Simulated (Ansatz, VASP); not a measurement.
# HfIn4SiO6 in VASP and in Ansatz

The input INCAR:

```
  PREC = Accurate
  ENCUT = 600
  EDIFF = 1E-7
  ISMEAR = -1
  SIGMA = 0.05
  LREAL = False
  LASPH = True
  NELM = 60
  ALGO = Normal
  ISIF = 3
  LWAVE = False
  LCHARG = False
  GGA = PE
  IVDW = 13
  IBRION = 2
  NSW = 80
  EDIFFG = -0.02
```

KPOINTS

```
Automatic mesh
0
Gamma
  4 4 2
```

Contents of POSCAR:

```
HfIn4SiO6
1.0
    2.7158500000     -4.7035700000      0.0083300000
    2.7158500000      4.7035700000      0.0083300000
   -1.8791500000      0.0000000000      7.4012700000
Hf In Si O
1 4 1 6
Direct
    0.7883500000      0.2116500000      0.0000000000
    0.6217500000      0.3782500000      0.5000000000
    0.4550200000      0.5449800000      0.0000000000
    0.2840700000      0.7159300000      0.5000000000
    0.9581400000      0.0418600000      0.5000000000
    0.1216800000      0.8783200000      0.0000000000
    0.0621900000      0.1141500000      0.8666600000
    0.8858500000      0.9378100000      0.1333400000
    0.7949000000      0.5378400000      0.8666300000
    0.4621600000      0.2051000000      0.1333700000
    0.1535200000      0.6287900000      0.1333300000
    0.3712100000      0.8464800000      0.8666700000
```

Contents of input.yaml:

```yaml
crystal:
  lattice:
    - [2.71585, -4.70357, 0.00833]
    - [2.71585, 4.70357, 0.00833]
    - [-1.87915, 0.0, 7.40127]
  atoms:
    - { symbol: Hf, position: [0.78835, 0.21165, 0.0] }
    - { symbol: In, position: [0.62175, 0.37825, 0.5] }
    - { symbol: In, position: [0.45502, 0.54498, 0.0] }
    - { symbol: In, position: [0.28407, 0.71593, 0.5] }
    - { symbol: In, position: [0.95814, 0.04186, 0.5] }
    - { symbol: Si, position: [0.12168, 0.87832, 0.0] }
    - { symbol: O, position: [0.06219, 0.11415, 0.86666] }
    - { symbol: O, position: [0.88585, 0.93781, 0.13334] }
    - { symbol: O, position: [0.7949, 0.53784, 0.86663] }
    - { symbol: O, position: [0.46216, 0.2051, 0.13337] }
    - { symbol: O, position: [0.15352, 0.62879, 0.13333] }
    - { symbol: O, position: [0.37121, 0.84648, 0.86667] }
kpoints:
  mp_grid: { grid: [4, 4, 2] }
scf:
  occupations: { method: fermi_dirac, width: 0.05 }
hamiltonian:
  xc: pbe
  dispersion: d4
  pseudopotentials: { kind: all_electron, datasets: crystal }
output:
  forces: true
  stress: true
relax:
  f_tol: 0.02
  max_steps: 60
  cell: {}
```

Alike in both runs: task relaxation of cell and atoms; functional PBE; dispersion D4; k mesh 4 × 4 × 2; occupations fermi-dirac, width 0.05 eV; no spin polarisation.

|  | VASP | Ansatz |
| --- | --- | --- |
| version | VASP 6.6.1 | Ansatz 0.2.0 |
| potentials or method | VASP PAW PBE potentials, release 64 (Hf_pv, In_d, Si, O), cutoff 600 eV | all-electron PAW datasets made for the crystal |

```csv
,VASP,Ansatz,Ansatz less VASP
"gap on the k mesh at the Fermi level, each at its own relaxed structure (eV)",none,none,-
relaxed volume (Å³/atom),15.16,15.23,+0.070
relaxed cell length with the largest relative difference (Å),5.382,5.390,+0.0075
```

A gap of «none» marks a metal or a gap that the smearing closes. Ansatz ran all-electron here, and VASP with PAW potentials.

The k mesh is coarse, so the values compare programs but aren't converged. Spin-orbit coupling is off throughout. Noted on Ansatz's run: the k mesh is thin for a metal, which can move the energy by tens of meV per atom.
